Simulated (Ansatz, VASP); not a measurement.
**Te in VASP and in Ansatz**

INCAR

```
PREC     = Accurate       # precision mode
ENCUT    = 520            # plane-wave cutoff, eV
EDIFF    = 1E-6           # SCF threshold, eV
ISMEAR   = -1             # smearing method
SIGMA    = 0.6            # smearing width, eV
LREAL    = False          # projectors in reciprocal space
LASPH    = True           # aspherical terms in the spheres
NELM     = 100            # most SCF steps
ALGO     = Normal         # electronic algorithm
ISIF     = 2              # what is computed and relaxed
LWAVE    = False          # write WAVECAR
LCHARG   = False          # write CHGCAR
GGA      = PE             # functional
NBANDS   = 16             # bands
```

The input KPOINTS:

```
regular mesh
0
Gamma
  8 8 6
```

The input POSCAR:

```
Te
1.0
    4.5302708278      0.0000000000      0.0000000000
   -2.2651354139      3.9233296229      0.0000000000
    0.0000000000      0.0000000000      5.9374277250
Te
3
Direct
    0.2684005468      1.0000000000      0.3333333333
    0.0000000000      0.2684005468      0.6666666667
    0.7315994532      0.7315994532      0.0000000000
```

Input for Ansatz:

```yaml
crystal:
  lattice:
    - [4.5302708278, 0.0, 0.0]
    - [-2.2651354139, 3.9233296229, 0.0]
    - [0.0, 0.0, 5.937427725]
  atoms:
    - { symbol: Te, position: [0.2684005468, 1.0, 0.3333333333] }
    - { symbol: Te, position: [0.0, 0.2684005468, 0.6666666667] }
    - { symbol: Te, position: [0.7315994532, 0.7315994532, 0.0] }
hamiltonian:
  xc: pbe
  pseudopotentials:
    kind: paw
    azcp:
      Te: "pseudopotentials/Te.paw.azcp"
basis:
  ecutwfc: 420
  fft_grid_basis: typed
kpoints:
  mp_grid: { grid: [8, 8, 6], shift: [0, 0, 0] }
magnetization:
  spin_polarized: false
scf:
  occupations: { method: fermi_dirac, width: 0.6 }
  lower_state_search: "off"
output:
  stress: true
```

Alike in both runs: task single point; functional PBE; k mesh 8 × 8 × 6; occupations fermi-dirac, width 0.6 eV; no spin polarisation.

|  | VASP | Ansatz |
| --- | --- | --- |
| version | VASP 6.6.1 | Ansatz 0.2.0 |
| potentials or method | VASP PAW PBE potentials, release 64 (Te), cutoff 520 eV | plane waves (420 eV) with PAW, scalar-relativistic |
| valence electrons in the cell | 18 | 48 |

```csv
,VASP,Ansatz,Ansatz less VASP
pressure (GPa),2.0,2.0,0.00
"traceless stress, the component that is largest in VASP (GPa)",0.67,0.66,-0.014
```

VASP's potentials hold 18 valence electrons a cell and Ansatz's 48, so a difference there can come from the potentials and not from the codes.

Neither program's run includes spin-orbit coupling.
